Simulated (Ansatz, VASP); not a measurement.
# Sc: VASP beside Ansatz

The input INCAR:

```
SYSTEM = Sc
ALGO     = Normal         ! electronic algorithm
EDIFF    = 1E-6           ! SCF threshold, eV
ENCUT    = 500            ! plane-wave cutoff, eV
GGA_COMPAT= .False.      
ISIF     = 2              ! what is computed and relaxed
ISMEAR   = 1              ! smearing method
LASPH    = .True.         ! aspherical terms in the spheres
LCHARG   = .True.         ! write CHGCAR
LELF     = .True.         ! ELF
LREAL    = .False.        ! projectors in reciprocal space
LVHAR    = .True.       
LWAVE    = .False.        ! write WAVECAR
NBANDS   = 18             ! bands
NELM     = 120            ! most SCF steps
PREC     = Accurate       ! precision mode
SIGMA    = 0.3            ! smearing width, eV
```

File KPOINTS:

```
k-points
0
Gamma
  11 11 6
  0 0 0
```

Contents of POSCAR:

```
Sc
1.0
    3.2269060027      0.0000000000      0.0000000000
   -1.6134530014      2.7945825740      0.0000000000
    0.0000000000      0.0000000000      5.0094253455
Sc
2
Direct
    0.3333333333      0.6666666667      0.2500000000
    0.6666666667      0.3333333333      0.7500000000
```

Input for Ansatz:

```yaml
crystal:
  lattice:
    - [3.2269060027, 0.0, 0.0]
    - [-1.6134530014, 2.794582574, 0.0]
    - [0.0, 0.0, 5.0094253455]
  atoms:
    - { symbol: Sc, position: [0.3333333333, 0.6666666667, 0.25] }
    - { symbol: Sc, position: [0.6666666667, 0.3333333333, 0.75] }
hamiltonian:
  xc: lda
  pseudopotentials:
    kind: paw
    azcp:
      Sc: "pseudopotentials/Sc.paw.azcp"
basis:
  ecutwfc: 420
  fft_grid_basis: typed
kpoints:
  mp_grid: { grid: [11, 11, 6], shift: [0, 0, 0] }
magnetization:
  spin_polarized: false
scf:
  occupations: { method: methfessel_paxton, width: 0.3 }
  lower_state_search: "off"
output:
  stress: true
```

Alike in both runs: task single point; functional LDA; k mesh 11 × 11 × 6; occupations methfessel-paxton of order 1, width 0.3 eV; no spin polarisation.

|  | VASP | Ansatz |
| --- | --- | --- |
| version | VASP 6.6.1 | Ansatz 0.2.0 |
| potentials or method | VASP PAW LDA potentials, release 64 (Sc_sv), cutoff 500 eV | plane waves (420 eV) with PAW, scalar-relativistic |
| valence electrons in the cell | 22 | 22 |

```csv
,VASP,Ansatz,Ansatz less VASP
pressure (GPa),-0.1,-0.2,-0.08
"traceless stress, the component that is largest in VASP (GPa)",-0.26,-0.26,0.000
```

Ansatz warns that its potentials were made for another functional, while VASP's fit it. LDA's correlation is that of Perdew and Zunger in VASP and of Perdew and Wang (1992) in Ansatz.
